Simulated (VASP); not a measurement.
Input of a VASP 6.6.1 run:

INCAR

```
PREC = Accurate
ENCUT = 520
EDIFF = 1E-6
ISMEAR = 0
SIGMA = 0.1
LREAL = Auto
LASPH = T
NELM = 60
ALGO = Normal
ISIF = 2
LWAVE = F
LCHARG = F
GGA = PE
IVDW = 12
NBANDS = 68
```

Contents of KPOINTS:

```
Automatic mesh
0
Gamma
  4 4 4
```

POSCAR

```
Hf5Se8S2
1.0
    0.0000000000     -0.0007844386     -6.0499675154
    0.0000000000      6.3969692337      0.0008166320
    9.2366953850     -3.1984846168     -0.0004083160
Hf Se S
5 8 2
Direct
   -0.0048452604     -0.0029141635     -0.0024588082
   -0.0048452604      0.1995446448      0.4024588082
   -0.0028495352      0.5996238038      0.2000000000
   -0.0065321434      0.4006978166      0.7975910752
   -0.0065321434      0.8031067414      0.6024089248
    0.2579392371      0.2645338043      0.2000000000
    0.2621772406      0.4686073645      0.5996159441
    0.2604087981      0.8658774458      0.4005737607
    0.2604087981      0.6653036851     -0.0005737607
    0.2621772406      0.0689914204      0.8003840559
    0.7329921489      0.3324562476      0.9982069879
    0.7329921489      0.5342492597      0.4017930121
    0.7333107311      0.9331823763      0.2000000000
    0.7615989998      0.7329596696      0.7991797860
    0.7615989998      0.1337798837      0.6008202140
```

Potentials or basis: VASP PAW PBE potentials, release 64 (Hf_pv, Se, S).

Command:

```sh
$ cat potpaw_PBE.64/Hf_pv/POTCAR potpaw_PBE.64/Se/POTCAR potpaw_PBE.64/S/POTCAR > POTCAR
$ mpirun -np 1 vasp_std > vasp.out
```

Problem. What does it give for the largest force?

Solution. 0.068 eV/Å.

Problem. What does it give for the dispersion energy per atom?

Solution. -0.371 eV.

Problem. What does it give for the band gap on the k mesh?

Solution. 0.40 eV (least direct gap 0.72 eV).

Problem. Estimate the pressure.

Solution. -0.4 GPa.

Forces on the atoms (eV/Å):
```
Hf  -0.009 -0.002  0.002
Hf   0.009 -0.002  0.002
Hf   0.000  0.008 -0.016
Hf  -0.007 -0.005  0.018
Hf   0.007 -0.005  0.018
Se   0.000  0.008  0.051
Se  -0.001 -0.007  0.042
Se  -0.008  0.004  0.046
Se   0.008  0.004  0.046
Se   0.001 -0.007  0.042
Se  -0.007 -0.001 -0.039
Se   0.007 -0.001 -0.039
Se   0.000  0.004 -0.037
S   -0.003  0.000 -0.068
S    0.003  0.000 -0.068
```

Caveat: spin-orbit coupling is left out, which moves the levels of the heavy elements. A k mesh can miss the band edges.
